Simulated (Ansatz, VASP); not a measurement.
# Two plane-wave programs on Te2Mo

```xyz
6
Lattice="-1.7785 -3.0805 0.0000 1.7785 -3.0805 0.0000 0.0000 0.0000 18.2047" Properties=species:S:1:pos:R:3 pbc="T T T"
Te    0.0000   -4.1073    1.9933
Te    0.0000   -2.0537    9.5956
Te    0.0000   -4.1073    5.6091
Te    0.0000   -2.0537   13.2115
Mo    0.0000   -4.1073   11.4035
Mo    0.0000   -2.0537    3.8012
```

Alike in both runs: task single point; functional PBE; k mesh 9 × 9 × 2; occupations gaussian, width 0.05 eV; no spin polarisation.

|  | VASP | Ansatz |
| --- | --- | --- |
| version | VASP 6.6.1 | Ansatz 0.2.0 |
| potentials or method | VASP PAW PBE potentials, release 64 (Te, Mo_sv), cutoff 520 eV | scalar-relativistic, plane waves, PAW |
| valence electrons in the cell | 52 | 92 |

|  | VASP | Ansatz | Ansatz less VASP |
| --- | --- | --- | --- |
| gap on the k mesh at the Fermi level (eV) | 1.05 | 1.05 | +0.001 |
| least direct gap on the mesh (eV) | 1.05 | 1.05 | +0.001 |
| rms of the force components (eV/Å) | 0.007 | 0.006 | -0.0007 |

Atom by atom the forces differ by 0.006 eV/Å (rms over components). VASP's potentials hold 52 valence electrons a cell and Ansatz's 92, so a difference there can come from the potentials and not from the codes.

Neither program's run includes spin-orbit coupling.
